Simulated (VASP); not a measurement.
# Hg (P6/mmm) in VASP: a series of runs

Runs on Hg. Level: BLYP. Tasks: single point, relaxation of cell and atoms.

All numbers are computed with VASP 6.6.1; they aren't measurements. Logs are shortened: lines on timing, memory, paths and dates and some standing lists are left out, and cuts for length are marked.

### Step 1. The cell of the first run

Symmetry: P6/mmm, No. 191, hexagonal system. The conventional cell has a = 9.507 Å, b = 9.507 Å, c = 5.721 Å, α = 90.00°, β = 90.00°, γ = 120.00°.

### Step 2. Single point, BLYP (149.25 Å³/atom)

INCAR

```
PREC = Accurate
ENCUT = 520
EDIFF = 1E-6
ISMEAR = -1
SIGMA = 0.1
LREAL = False
LASPH = True
NELM = 80
ALGO = Normal
ISIF = 2
LWAVE = False
LCHARG = True
GGA = B5
ALDAX = 1.0
AGGAX = 1.0
AGGAC = 1.0
ALDAC = 0.0
LELF = True
LVHAR = True
NBANDS = 25
```

KPOINTS

```
regular mesh
0
Gamma
  5 5 7
```

POSCAR

```
Hg
1.0
    9.5066832399     -0.0000000001      0.0000000000
   -4.7533416199      8.2330291915      0.0000000000
    0.0000000000      0.0000000000      5.7206737089
Hg
3
Direct
    0.0000000000      0.0000000000      0.0000000000
    0.3333333333      0.6666666667      0.5000000000
    0.6666666667      0.3333333333      0.5000000000
```

Potentials or basis: VASP PAW PBE potentials, release 64 (Hg).

Launch:

```
cat potpaw_PBE.64/Hg/POTCAR > POTCAR
mpirun -np 1 vasp_std > vasp.out
```

OUTCAR:

```text
PREC = Accurate
   ENCUT = 520
   EDIFF = 1E-6
   ISMEAR = -1
   LREAL = False
   LASPH = True
   NELM = 80
   ISIF = 2
   GGA = B5

 ion  position               nearest neighbor table
   1  0.000  0.000  0.000-
   2  0.333  0.667  0.500-
   3  0.667  0.333  0.500-

  LATTYP: Found a hexagonal cell.
 ALAT       =     9.5066832399
 C/A-ratio  =     0.6017528474

  Lattice vectors:

 A1 = (   9.5066832399,  -0.0000000001,   0.0000000000)
 A2 = (  -4.7533416199,   8.2330291915,   0.0000000000)
 A3 = (   0.0000000000,   0.0000000000,   5.7206737089)

Analysis of symmetry for initial positions (statically):
=====================================================================
 Subroutine PRICEL returns:
 Original cell was already a primitive cell.

 Routine SETGRP: Setting up the symmetry group for a
 hexagonal supercell.

 Subroutine GETGRP returns: Found 24 space group operations
 (whereof 24 operations were pure point group operations)
 out of a pool of 24 trial point group operations.

The static configuration has the point symmetry D_6h.

Analysis of symmetry for dynamics (positions and initial velocities):
=====================================================================
 Subroutine PRICEL returns:
 Original cell was already a primitive cell.

 Routine SETGRP: Setting up the symmetry group for a
 hexagonal supercell.

 Subroutine GETGRP returns: Found 24 space group operations
 (whereof 24 operations were pure point group operations)
 out of a pool of 24 trial point group operations.

The dynamic configuration has the point symmetry D_6h.

 Subroutine INISYM returns: Found 24 space group operations
 (whereof 24 operations are pure point group operations),
 and found     1 'primitive' translations

----------------------------------------------------------------------------------------

                                     Primitive cell

  volume of cell :     447.7503

  direct lattice vectors                    reciprocal lattice vectors
     9.506683240 -0.000000000  0.000000000     0.105189157  0.060730988  0.000000000
[... 75 lines left out ...]
   ISTART =      0    job   : 0-new  1-cont  2-samecut
   ICHARG =      2    charge: 1-file 2-atom 10-const
   ISPIN  =      1    spin polarized calculation?
   LNONCOLLINEAR =      F non collinear calculations
   LSORBIT =      F    spin-orbit coupling
   LASPH  =      T    aspherical Exc in radial PAW
   ENCUT  =  520.0 eV  38.22 Ry    6.18 a.u.  17.68 17.68 10.64*2*pi/ulx,y,z
   NELM   =     80;   NELMIN=  2; NELMDL= -5     # of ELM steps
   EDIFF  = 0.1E-05   stopping-criterion for ELM
   LREAL  =      F    real-space projection
   EDIFFG = 0.1E-04   stopping-criterion for IOM
   NSW    =      0    number of steps for IOM
   IBRION =     -1    ionic relax: 0-MD 1-quasi-New 2-CG
   NFREE  =      0    steps in history (QN), initial steepest desc. (CG)
   ISIF   =      2    stress and relaxation
   ISYM   =      2    0-nonsym 1-usesym 2-fastsym
   POTIM  = 0.5000    time-step for ionic-motion
   TEBEG  =    0.0;   TEEND  =   0.0 temperature during run
   PSTRESS=    0.0 pullay stress
   NELECT =      36.0000    total number of electrons
   NUPDOWN=      -1.0000    fix difference up-down
   EMIN   =  10.00;   EMAX   =-10.00  energy-range for DOS
   EFERMI =   0.00;   METHOD = LEGACY
   ISMEAR =    -1;   SIGMA  =   0.10  broadening in eV -4-tet -1-fermi 0-gaus
   EFERMI_NEDOS =   21; number of points for ismear=-14 and -15
   IALGO  =     38    algorithm
   IMIX   =      4    mixing-type and parameters
     AMIX     =   0.40;   BMIX     =  1.00
     AMIX_MAG =   1.60;   BMIX_MAG =  1.00
  volume/ion in A,a.u.               =     149.25      1007.19
  Fermi-wavevector in a.u.,A,eV,Ry     =   0.706584  1.335250  6.792855  0.499261
  Thomas-Fermi vector in A             =   1.792403
   LORBIT       =      0    0 simple, 1 ext, 2 COOP (PROOUT), +10 PAW based schemes
   GGA     = B5    functional components
   LHFCALC =     F    Hartree Fock is set to
   AEXX    =    0.0000 exact exchange contribution
   IVDW    =     0    specifies the selected vdW correction
   LEPSILON=     F    determine dielectric tensor
   LRPA    =     F    only Hartree local field effects (RPA)
 non-spin polarized calculation
  energy-cutoff  :      520.00
  volume of cell :      447.75
 maximum number of plane-waves:     12097
 NGX is ok and might be reduce to    72
   NGX = 35   NGY = 35   NGZ = 21

 number of electron      36.0000010 magnetization

 Free energy of the ion-electron system (eV)
  ---------------------------------------------------
  ext. energy  EPLUGINS =         0.00000000
  ---------------------------------------------------
  free energy    TOTEN  =        -0.05457739 eV

  energy without entropy =       -0.05457739  energy(sigma->0) =       -0.05457739

 E-fermi :  -3.1346     XC(G=0):  -3.4272

 val. band max:       -5.4841944894   @ k =   0.0000   0.0000   0.4286
 cond. band min:      -0.7856037889   @ k =   0.4000   0.0000   0.0000
 fundamental gap:      4.6985907005
 Fermi energy:        -3.1346463137

 k-point     1 :       0.0000    0.0000    0.0000
  band No.  band energies     occupation
      1      -8.6207      2.00000
      2      -8.6155      2.00000
      3      -8.6142      2.00000
      4      -8.6142      2.00000
      5      -8.6132      2.00000
      6      -8.6104      2.00000
[... 549 lines left out ...]
     24       0.4591      0.00000
     25       0.5398      0.00000

------------------------ aborting loop because EDIFF is reached ----------------------------------------

  FORCE on cell =-STRESS in cart. coord.  units (eV):
  Direction    XX          YY          ZZ          XY          YZ          ZX
  --------------------------------------------------------------------------------------
  -------------------------------------------------------------------------------------
  Total        0.0628238      0.0628238      0.0601705     -0.0000000     -0.0000000      0.0000000
  in kB        0.2248013      0.2248013      0.2153072     -0.0000000     -0.0000000      0.0000000
  external PRESSURE =       0.2216366 kB  Pullay stress =       0.0000000 kB

 VOLUME and BASIS-vectors are now :
 -----------------------------------------------------------------------------
  energy-cutoff  :      520.00
  volume of cell :      447.75
      direct lattice vectors                 reciprocal lattice vectors
     9.506683240 -0.000000000  0.000000000     0.105189157  0.060730988  0.000000000
    -4.753341620  8.233029192  0.000000000     0.000000000  0.121461977  0.000000000
     0.000000000  0.000000000  5.720673709     0.000000000  0.000000000  0.174804586

 POSITION                                       TOTAL-FORCE (eV/Angst)
 -----------------------------------------------------------------------------------
      0.00000      0.00000      0.00000        -0.000000      0.000000      0.000000
     -0.00000      5.48869      2.86034         0.000000      0.000000      0.000000
      4.75334      2.74434      2.86034        -0.000000     -0.000000      0.000000
 -----------------------------------------------------------------------------------
    total drift:                                0.000000     -0.000000      0.000000

  FREE ENERGIE OF THE ION-ELECTRON SYSTEM (eV)
  ---------------------------------------------------
  free  energy   TOTEN  =        -0.0545773856 eV

  energy  without entropy=       -0.0545773853  energy(sigma->0) =       -0.05457739
```

Run time: 3.8 min. Hardware: 1 thread of Intel Xeon 8259CL, shared host; peak memory 0.58 GiB.

Results:

```
Free energy            : -0.0546 eV
Pressure               : 0.0 GPa
Band gap on the k mesh : 4.70 eV (least direct gap 4.86 eV)
```

Levels at points of the mesh, in eV from the valence-band top:
| k point | band 15 | band 16 | band 17 | band 18 | band 19 | band 20 | band 21 | band 22 |
| --- | --- | --- | --- | --- | --- | --- | --- | --- |
| (0.00, 0.00, 0.00) | -3.12 | -0.43 | -0.15 | -0.10 | 5.11 | 5.11 | 5.19 | 5.19 |

Caveat: the atoms stand far beyond bonding distance; the PAW data sets were made with another functional, which shifts forces and pressure a little; spin-orbit coupling is left out, which moves the levels of the heavy elements. A k mesh can miss the band edges.

### Step 3. Relaxation of cell and atoms, BLYP

This run uses another cell than the first one, of 23.07 Å³/atom.

INCAR

```
SYSTEM = Hg
PREC = Accurate
ENCUT = 600
EDIFF = 1E-7
ISMEAR = -1
SIGMA = 0.1
LREAL = .FALSE.
LASPH = .TRUE.
NELM = 80
ALGO = Normal
ISIF = 3
LWAVE = .FALSE.
LCHARG = .FALSE.
GGA = B5
ALDAX = 1.0
AGGAX = 1.0
AGGAC = 1.0
ALDAC = 0.0
IBRION = 2
NSW = 80
EDIFFG = -0.01
```

KPOINTS

```
Automatic mesh
0
G
  7 7 10
  0 0 0
```

POSCAR

```
Hg
1.0
    5.0707881349      0.0000000000      0.0000000000
   -2.5353940674      4.3914313420      0.0000000000
    0.0000000000      0.0000000000      3.1083931267
Hg
3
Direct
    0.0000000000      0.0000000000      0.0000000000
    0.3333333333      0.6666666667      0.5000000000
    0.6666666667      0.3333333333      0.5000000000
```

Potentials or basis: VASP PAW PBE potentials, release 64 (Hg).

Launch:

```
cat potpaw_PBE.64/Hg/POTCAR > POTCAR
mpirun -np 1 vasp_std > vasp.out
```

Wall time 14 min (1 thread of Intel Xeon 8259CL, shared host); peak memory 0.23 GiB.

The run converged. Its results:

```yaml
Free_energy: 0.1348 eV
Relaxed_volume: 49.46 Å³/atom
Relaxed_cell: a = 6.560 Å, b = 6.560 Å, c = 3.982 Å, α = 90.00°, β = 90.00°, γ = 120.00°
Space_group_after_relaxing_to_0.1_Å: P6/mmm (No. 191)
Energy_gained_by_relaxing: 465.9 meV/atom
Ionic_steps: 12
Pressure_after_relaxing: 0.0 GPa
Band_gap_on_the_k_mesh: 1.66 eV (least direct gap 2.71 eV)
```

The path:
```tsv
step	energy change (eV)	largest force (eV/Å)	pressure (GPa)	volume (Å³)
1	0.0000	0.0000	14.42	69.22
2	-1.0211	0.0000	3.07	92.17
3	-1.1768	0.0000	1.89	102.45
4	-1.3511	0.0000	0.67	125.25
5	-1.3625	0.0000	-0.26	180.49
6	-1.3917	0.0000	-0.15	159.28
7	-1.3936	0.0000	0.14	142.80
8	-1.3964	0.0000	-0.01	149.91
9	-1.3962	0.0000	0.03	147.88
10	-1.3965	0.0000	0.03	147.93
11	-1.3970	0.0000	0.02	148.09
12	-1.3976	0.0000	0.02	148.39
```

Final structure:
```
Hg
1.0
     6.55974    0.00000    0.00000
    -3.27987    5.68090    0.00000
     0.00000    0.00000    3.98200
Hg
3
Direct
  0.00000 0.00000 0.00000
  0.33333 0.66667 0.50000
  0.66667 0.33333 0.50000
```

Levels at points of the mesh, in eV from the valence-band top:
| k point | band 14 | band 15 | band 16 | band 17 | band 18 | band 19 | band 20 | band 21 | band 22 |
| --- | --- | --- | --- | --- | --- | --- | --- | --- | --- |
| (0.00, 0.00, 0.00) | -4.75 | -4.75 | -4.12 | -1.36 | -1.10 | 3.02 | 3.02 | 3.10 | 3.10 |
| (0.00, 0.00, 0.50) | -4.76 | -4.67 | -2.31 | -1.55 | 0.00 | 2.75 | 3.51 | 4.18 | 4.22 |

Caveat: the volume moved by over 15 % at a fixed basis, so the end points are rough; the PAW data sets were made with another functional, which shifts forces and pressure a little; spin-orbit coupling is left out, which moves the levels of the heavy elements. A k mesh can miss the band edges.

### Step 4. Single point, BLYP

This run uses another cell than the first one, of 143.51 Å³/atom.

INCAR

```
PREC = Accurate
ENCUT = 520
EDIFF = 1E-7
ISMEAR = -1
SIGMA = 0.1
LREAL = False
LASPH = True
NELM = 60
ALGO = Normal
ISIF = 2
LWAVE = False
LCHARG = False
GGA = B5
ALDAX = 1.0
AGGAX = 1.0
AGGAC = 1.0
ALDAC = 0.0
NBANDS = 25
```

KPOINTS

```
Automatic mesh
0
Gamma
  7 7 10
```

POSCAR

```
Hg
1.0
    9.3832058450     -0.0000000001      0.0000000000
   -4.6916029225      8.1260946308      0.0000000000
    0.0000000000      0.0000000000      5.6463708349
Hg
3
Direct
    0.0000000000      0.0000000000      0.0000000000
    0.3333333333      0.6666666667      0.5000000000
    0.6666666667      0.3333333333      0.5000000000
```

Launch:

```
cat potpaw_PBE.64/Hg/POTCAR > POTCAR
mpirun -np 1 vasp_std > vasp.out
```

Wall time 8.1 min (1 thread of Intel Xeon 8259CL, shared host); peak memory 0.7 GiB.

It converged, with:

```
Free energy            : -0.0501 eV
Pressure               : 0.0 GPa
Band gap on the k mesh : 4.63 eV (least direct gap 4.78 eV)
```

Levels at points of the mesh, in eV from the valence-band top:
```
           k point  band 14  band 15  band 16  band 17  band 18  band 19  band 20  band 21  band 22  band 23
(0.00, 0.00, 0.00)    -3.14    -3.14    -0.48    -0.18    -0.12     5.07     5.07     5.15     5.15     6.22
(0.00, 0.00, 0.50)    -3.14    -3.14    -0.26    -0.14     0.00     4.78     5.09     5.42     5.43     5.43
```

Caveat: the atoms stand far beyond bonding distance; the PAW data sets were made with another functional, which shifts forces and pressure a little; spin-orbit coupling is left out, which moves the levels of the heavy elements. A k mesh can miss the band edges.

### Step 5. Overview

| task | cell | k mesh | cutoff (eV) | gap on the mesh (eV) | pressure (GPa) |
| --- | --- | --- | --- | --- | --- |
| single point | a = 9.507, b = 9.507, c = 5.721 Å, angles 90.0, 90.0, 120.0°, 3 atoms | 5 × 5 × 7 | 520 | 4.70 | 0.0 |
| relaxation of cell and atoms | relaxed from a = 5.071, b = 5.071, c = 3.108 Å, angles 90.0, 90.0, 120.0°, 3 atoms | 7 × 7 × 10 | 600 | 1.66 | 0.0 |
| single point | a = 9.383, b = 9.383, c = 5.646 Å, angles 90.0, 90.0, 120.0°, 3 atoms | 7 × 7 × 10 | 520 | 4.63 | 0.0 |

Alike in all rows: level BLYP; potentials or basis VASP PAW PBE potentials, release 64 (Hg); no spin polarisation; smearing fermi-dirac 0.1 eV.

Caveats: the PAW data sets were made with another functional, which shifts forces and pressure a little; spin-orbit coupling is left out, which moves the levels of the heavy elements; the atoms stand far beyond bonding distance (at least some runs); the volume moved by over 15 % at a fixed basis, so the end points are rough (at least some runs).

Total energies depend on the potentials used, so only differences within one code and one set of settings carry meaning.
